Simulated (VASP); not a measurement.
# Zn (Fd-3m) in VASP: notebook, part 3 of 3

VASP 6.6.1.

### Step 5. Single point, PBEsol

This run uses another cell than the first one, of 22.57 Å³/atom.

Contents of INCAR:

```
PREC = Accurate
ENCUT = 520
EDIFF = 1E-6
ISMEAR = -1
SIGMA = 0.05
LREAL = False
LASPH = True
NELM = 100
ALGO = Normal
ISIF = 2
LWAVE = False
LCHARG = False
GGA = PS
NBANDS = 19
```

Contents of KPOINTS:

```
Automatic mesh
0
Gamma
  13 13 13
```

Contents of POSCAR:

```
Zn
1.0
    0.0000000000      2.8261085908      2.8261085908
    2.8261085908      0.0000000000      2.8261085908
    2.8261085908      2.8261085908      0.0000000000
Zn
2
Direct
   -0.1250000000     -0.1250000000     -0.1250000000
    0.1250000000      0.1250000000      0.1250000000
```

Potentials or basis: VASP PAW PBE potentials, release 64 (Zn).

Started as:

```bash
cat potpaw_PBE.64/Zn/POTCAR > POTCAR
mpirun -np 1 vasp_std > vasp.out
```

OUTCAR:

```text
PREC = Accurate
   ENCUT = 520
   EDIFF = 1E-6
   ISMEAR = -1
   LREAL = False
   LASPH = True
   NELM = 100
   ISIF = 2
   GGA = PS

 ion  position               nearest neighbor table
   1  0.875  0.875  0.875-   2 2.45   2 2.45   2 2.45   2 2.45
   2  0.125  0.125  0.125-   1 2.45   1 2.45   1 2.45   1 2.45

  LATTYP: Found a face centered cubic cell.
 ALAT       =     5.6522171816

  Lattice vectors:

 A1 = (   0.0000000000,   2.8261085908,   2.8261085908)
 A2 = (   2.8261085908,   0.0000000000,   2.8261085908)
 A3 = (   2.8261085908,   2.8261085908,   0.0000000000)

Analysis of symmetry for initial positions (statically):
=====================================================================
 Subroutine PRICEL returns:
 Original cell was already a primitive cell.

 Routine SETGRP: Setting up the symmetry group for a
 face centered cubic supercell.

 Subroutine GETGRP returns: Found 48 space group operations
 (whereof 12 operations were pure point group operations)
 out of a pool of 48 trial point group operations.

The static configuration has the point symmetry D_3d.
 The point group associated with its full space group is O_h .

Analysis of symmetry for dynamics (positions and initial velocities):
=====================================================================
 Subroutine PRICEL returns:
 Original cell was already a primitive cell.

 Routine SETGRP: Setting up the symmetry group for a
 face centered cubic supercell.

 Subroutine GETGRP returns: Found 48 space group operations
 (whereof 12 operations were pure point group operations)
 out of a pool of 48 trial point group operations.

The dynamic configuration has the point symmetry D_3d.
 The point group associated with its full space group is O_h .

 Subroutine INISYM returns: Found 48 space group operations
 (whereof 12 operations are pure point group operations),
 and found     1 'primitive' translations

----------------------------------------------------------------------------------------

                                     Primitive cell

  volume of cell :      45.1436

  direct lattice vectors                    reciprocal lattice vectors
     0.000000000  2.826108591  2.826108591    -0.176921723  0.176921723  0.176921723
     2.826108591  0.000000000  2.826108591     0.176921723 -0.176921723  0.176921723
     2.826108591  2.826108591  0.000000000     0.176921723  0.176921723 -0.176921723

  length of vectors
     3.996721098  3.996721098  3.996721098     0.306437412  0.306437412  0.306437412

  position of ions in fractional coordinates (direct lattice)
     0.875000000  0.875000000  0.875000000
     0.125000000  0.125000000  0.125000000

  ion indices of the primitive-cell ions
   primitive index   ion index
                 1           1
                 2           2

----------------------------------------------------------------------------------------

 KPOINTS: Automatic mesh

Automatic generation of k-mesh.
 Grid dimensions read from file:
 generate k-points for:   13   13   13

 Generating k-lattice:

  Cartesian coordinates                     Fractional coordinates (reciprocal lattice)
    -0.013609363  0.013609363  0.013609363     0.076923077  0.000000000  0.000000000
     0.013609363 -0.013609363  0.013609363     0.000000000  0.076923077  0.000000000
     0.013609363  0.013609363 -0.013609363     0.000000000  0.000000000  0.076923077

  Length of vectors
     0.023572109  0.023572109  0.023572109

  Shift w.r.t. Gamma in fractional coordinates (k-lattice)
     0.000000000  0.000000000  0.000000000

 Subroutine IBZKPT returns following result:
 ===========================================

 Found     84 irreducible k-points:

 Following reciprocal coordinates:
            Coordinates               Weight
  0.000000  0.000000  0.000000      1.000000
  0.076923  0.000000  0.000000      8.000000
  0.153846  0.000000  0.000000      8.000000
  0.230769  0.000000  0.000000      8.000000
  0.307692  0.000000  0.000000      8.000000
  0.384615  0.000000  0.000000      8.000000
[... 16 lines left out ...]
  0.384615  0.153846  0.000000     24.000000
  0.461538  0.153846  0.000000     24.000000
 [... further k-points ...]
   k-points           NKPTS =     84   k-points in BZ     NKDIM =     84   number of bands    NBANDS=     19
   number of dos      NEDOS =    301   number of ions     NIONS =      2
   total plane-waves  NPLWV =  27000
   dimension x,y,z NGX =    30 NGY =   30 NGZ =   30
   dimension x,y,z NGXF=    60 NGYF=   60 NGZF=   60
   ions per type =               2
   NGX,Y,Z   is equivalent  to a cutoff of  12.48, 12.48, 12.48 a.u.
   NGXF,Y,Z  is equivalent  to a cutoff of  24.96, 24.96, 24.96 a.u.
 SYSTEM =  unknown system
   PREC   = accura    normal or accurate (medium, high low for compatibility)
   ISTART =      0    job   : 0-new  1-cont  2-samecut
   ICHARG =      2    charge: 1-file 2-atom 10-const
   ISPIN  =      1    spin polarized calculation?
   LNONCOLLINEAR =      F non collinear calculations
   LSORBIT =      F    spin-orbit coupling
   LASPH  =      T    aspherical Exc in radial PAW
   ENCUT  =  520.0 eV  38.22 Ry    6.18 a.u.   7.43  7.43  7.43*2*pi/ulx,y,z
   NELM   =    100;   NELMIN=  2; NELMDL= -5     # of ELM steps
   EDIFF  = 0.1E-05   stopping-criterion for ELM
   LREAL  =      F    real-space projection
   EDIFFG = 0.1E-04   stopping-criterion for IOM
   NSW    =      0    number of steps for IOM
   IBRION =     -1    ionic relax: 0-MD 1-quasi-New 2-CG
   NFREE  =      0    steps in history (QN), initial steepest desc. (CG)
   ISIF   =      2    stress and relaxation
   ISYM   =      2    0-nonsym 1-usesym 2-fastsym
   POTIM  = 0.5000    time-step for ionic-motion
   TEBEG  =    0.0;   TEEND  =   0.0 temperature during run
   PSTRESS=    0.0 pullay stress
   NELECT =      24.0000    total number of electrons
   NUPDOWN=      -1.0000    fix difference up-down
   EMIN   =  10.00;   EMAX   =-10.00  energy-range for DOS
   EFERMI =   0.00;   METHOD = LEGACY
   ISMEAR =    -1;   SIGMA  =   0.05  broadening in eV -4-tet -1-fermi 0-gaus
   EFERMI_NEDOS =   21; number of points for ismear=-14 and -15
   IALGO  =     38    algorithm
   IMIX   =      4    mixing-type and parameters
     AMIX     =   0.40;   BMIX     =  1.00
     AMIX_MAG =   1.60;   BMIX_MAG =  1.00
  volume/ion in A,a.u.               =      22.57       152.32
  Fermi-wavevector in a.u.,A,eV,Ry     =   1.326212  2.506178 23.930460  1.758839
  Thomas-Fermi vector in A             =   2.455616
   LORBIT       =      0    0 simple, 1 ext, 2 COOP (PROOUT), +10 PAW based schemes
   GGA     = PS    functional components
   LHFCALC =     F    Hartree Fock is set to
   AEXX    =    0.0000 exact exchange contribution
   IVDW    =     0    specifies the selected vdW correction
   LEPSILON=     F    determine dielectric tensor
   LRPA    =     F    only Hartree local field effects (RPA)
 non-spin polarized calculation
  energy-cutoff  :      520.00
  volume of cell :       45.14
 maximum number of plane-waves:      1243
 NGX is ok and might be reduce to    30
   NGX = 15   NGY = 15   NGZ = 15

 number of electron      24.0000012 magnetization

 Free energy of the ion-electron system (eV)
  ---------------------------------------------------
  ext. energy  EPLUGINS =         0.00000000
  ---------------------------------------------------
  free energy    TOTEN  =        -1.96149009 eV

  energy without entropy =       -1.95522802  energy(sigma->0) =       -1.95835906

 E-fermi :   0.4822     XC(G=0):  -9.5281

 val. band max:        0.4324352426   @ k =   0.3077   0.0769   0.0000
 cond. band min:       0.4992403672   @ k =  -0.3846   0.4615   0.0769
 fundamental gap:      0.0668051246
 Fermi energy:         0.4822184601

 k-point     1 :       0.0000    0.0000    0.0000
  band No.  band energies     occupation
      1      -7.5082      2.00000
      2      -7.2012      2.00000
      3      -7.2012      2.00000
      4      -7.2012      2.00000
      5      -7.1536      2.00000
      6      -7.1536      2.00000
[... 11 lines left out ...]
     18       8.4542      0.00000
     19       9.8807      0.00000
[... 485 lines left out ...]
 k-point    24 :       0.4615    0.1538    0.0000
  band No.  band energies     occupation
      1      -7.3072      2.00000
      2      -7.2317      2.00000
      3      -7.1750      2.00000
      4      -6.9955      2.00000
      5      -6.9604      2.00000
      6      -6.9124      2.00000
[... 11 lines left out ...]
     18      10.6613      0.00000
     19      12.3794      0.00000

 [... further k-points ...]

------------------------ aborting loop because EDIFF is reached ----------------------------------------

  FORCE on cell =-STRESS in cart. coord.  units (eV):
  Direction    XX          YY          ZZ          XY          YZ          ZX
  --------------------------------------------------------------------------------------
  -------------------------------------------------------------------------------------
  Total        0.0752637      0.0752637      0.0752637     -0.0000000     -0.0000000     -0.0000000
  in kB        2.6711599      2.6711599      2.6711599     -0.0000000     -0.0000000     -0.0000000
  external PRESSURE =       2.6711599 kB  Pullay stress =       0.0000000 kB

 VOLUME and BASIS-vectors are now :
 -----------------------------------------------------------------------------
  energy-cutoff  :      520.00
  volume of cell :       45.14
      direct lattice vectors                 reciprocal lattice vectors
     0.000000000  2.826108591  2.826108591    -0.176921723  0.176921723  0.176921723
     2.826108591  0.000000000  2.826108591     0.176921723 -0.176921723  0.176921723
     2.826108591  2.826108591  0.000000000     0.176921723  0.176921723 -0.176921723

 POSITION                                       TOTAL-FORCE (eV/Angst)
 -----------------------------------------------------------------------------------
      4.94569      4.94569      4.94569        -0.000000     -0.000000      0.000000
      0.70653      0.70653      0.70653         0.000000      0.000000     -0.000000
 -----------------------------------------------------------------------------------
    total drift:                               -0.000000      0.000000      0.000000

  FREE ENERGIE OF THE ION-ELECTRON SYSTEM (eV)
  ---------------------------------------------------
  free  energy   TOTEN  =        -1.9614900943 eV

  energy  without entropy=       -1.9552280243  energy(sigma->0) =       -1.95835906
```

stdout:

```text
POSCAR found type information on POSCAR Zn
 POSCAR found :  1 types and       2 ions
 scaLAPACK will be used
 -----------------------------------------------------------------------------
|                                                                             |
|                                                                             |
|     You enforced a specific xc type in the INCAR file but a different       |
|     I HOPE YOU KNOW WHAT YOU ARE DOING!                                     |
|                                                                             |
 -----------------------------------------------------------------------------

 LDA part: xc-table for (Slater+PW92), standard interpolation
 POSCAR, INCAR and KPOINTS ok, starting setup
 FFT: planning ... GRIDC
 FFT: planning ... GRID_SOFT
 FFT: planning ... GRID
 WAVECAR not read
 entering main loop
```

It took 22 s on 1 thread of Intel Xeon 6975P-C (Granite Rapids), shared host; peak memory 0.2 GiB.

Results:

- Free energy: -1.9615 eV
- Pressure: 0.3 GPa
- Band gap on the k mesh: zero (bands 12 and 13 overlap by 6.40 eV)

Levels at points of the mesh, in eV from the Fermi level:
| k point | band 8 | band 9 | band 10 | band 11 | band 12 | band 13 | band 14 | band 15 | band 16 | band 17 |
| --- | --- | --- | --- | --- | --- | --- | --- | --- | --- | --- |
| (0.00, 0.00, 0.00) | -7.00 | -7.00 | -6.75 | -6.75 | 5.58 | 5.58 | 5.58 | 7.03 | 7.03 | 7.03 |

Caveat: the PAW data sets were made with another functional, which shifts forces and pressure a little.

### Step 6. Summary

| cell | gap on the mesh (eV) | pressure (GPa) |
| --- | --- | --- |
| a = 3.679 Å, angles 60.0°, 2 atoms | none | 17.3 |
| a = 3.830 Å, angles 60.0°, 2 atoms | none | 6.9 |
| a = 3.997 Å, angles 60.0°, 2 atoms | none | 0.3 |

Alike in all rows: task single point; level PBEsol; potentials or basis VASP PAW PBE potentials, release 64 (Zn); no spin polarisation; k mesh 13 × 13 × 13; cutoff (eV) 520; smearing fermi-dirac 0.05 eV.

Caveats: the PAW data sets were made with another functional, which shifts forces and pressure a little; the cell stands under pressure (at least some runs).

Total energies depend on the potentials used, so only differences within one code and one set of settings carry meaning.
